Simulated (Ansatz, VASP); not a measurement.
One calculation of Gd, two programs

The input INCAR:

```
SYSTEM = Gd
  ALGO = Normal
  EDIFF = 1E-6
  ENCUT = 520
  GGA = CA
  GGA_COMPAT = .False.
  ISIF = 2
  ISMEAR = -1
  LASPH = .True.
  LCHARG = .True.
  LMAXMIX = 6
  LORBIT = 11
  LORBMOM = .True.
  LREAL = .False.
  LSORBIT = .True.
  LVHAR = .True.
  LWAVE = .False.
  MAGMOM = 4.95 4.95 0 4.95 4.95 0
  NBANDS = 48
  NELM = 150
  PREC = Accurate
  SIGMA = 0.05
```

KPOINTS

```
k-points
0
Gamma
  6 6 4
  0 0 0
```

File POSCAR:

```
Gd
1.0
    3.6360000000      0.0000000000      0.0000000000
   -1.8180000000      3.1488683682      0.0000000000
    0.0000000000      0.0000000000      5.7826000000
Gd
2
Direct
    0.6666666667      0.3333333333      0.7500000000
    0.3333333333      0.6666666667      0.2500000000
```

File input.yaml:

```yaml
crystal:
  lattice:
    - [3.636, 0.0, 0.0]
    - [-1.818, 3.1488683682, 0.0]
    - [0.0, 0.0, 5.7826]
  atoms:
    - { symbol: Gd, position: [0.6666666667, 0.3333333333, 0.75], spin: 7.0, spin_axis: [0.707107, 0.707107, 0.0] }
    - { symbol: Gd, position: [0.3333333333, 0.6666666667, 0.25], spin: 7.0, spin_axis: [0.707107, 0.707107, 0.0] }
kpoints:
  mp_grid: { grid: [6, 6, 4] }
  band_path:
    path:
      - [0.0, 0.0, 0.0]
      - [0.5, 0.0, 0.0]
      - [0.3333333333, 0.3333333333, 0.0]
      - [0.0, 0.0, 0.0]
      - [0.0, 0.0, 0.5]
      - [0.5, 0.0, 0.5]
      - [0.3333333333, 0.3333333333, 0.5]
      - [0.0, 0.0, 0.5]
    npoints: 8
scf:
  occupations: { method: fermi_dirac, width: 0.05 }
hamiltonian:
  xc: lda
  pseudopotentials: { kind: all_electron, lapw: { basis_error: 0.001 } }
magnetization:
  noncollinear: true
  spin_orbit: true
output:
  forces: true
  stress: true
  eigenvalues: true
```

Alike in both runs: functional LDA; k mesh 6 × 6 × 4; occupations fermi-dirac, width 0.05 eV; non-collinear spin, spin-orbit coupling.

|  | VASP | Ansatz |
| --- | --- | --- |
| version | VASP 6.6.1 | Ansatz 0.2.0 |
| potentials or method | VASP PAW PBE potentials, release 64 (Gd), cutoff 520 eV | all-electron LAPW, relativistic spinors |
| task | single point | band structure |

Ansatz gave:

| Property | Result |
| --- | --- |
| pressure (GPa) | -3.9 |
| net moment per atom (μB) | 7.48 |

Task: Which values does VASP return?

Result: Pressure (GPa): -3.9; net moment per atom (μB): 7.33.

The net moments are unlike, so the other rows may belong to different states. VASP's potentials were made for PBE, not for LDA. LDA's correlation is that of Perdew and Zunger in VASP and of Perdew and Wang (1992) in Ansatz. Ansatz ran all-electron here, and VASP with PAW potentials.

Noted on Ansatz's run: the k mesh is thin for a metal, which can move the energy by tens of meV per atom; the magnetic state may not be the lowest; the open f shell may have settled in a state that isn't the lowest.
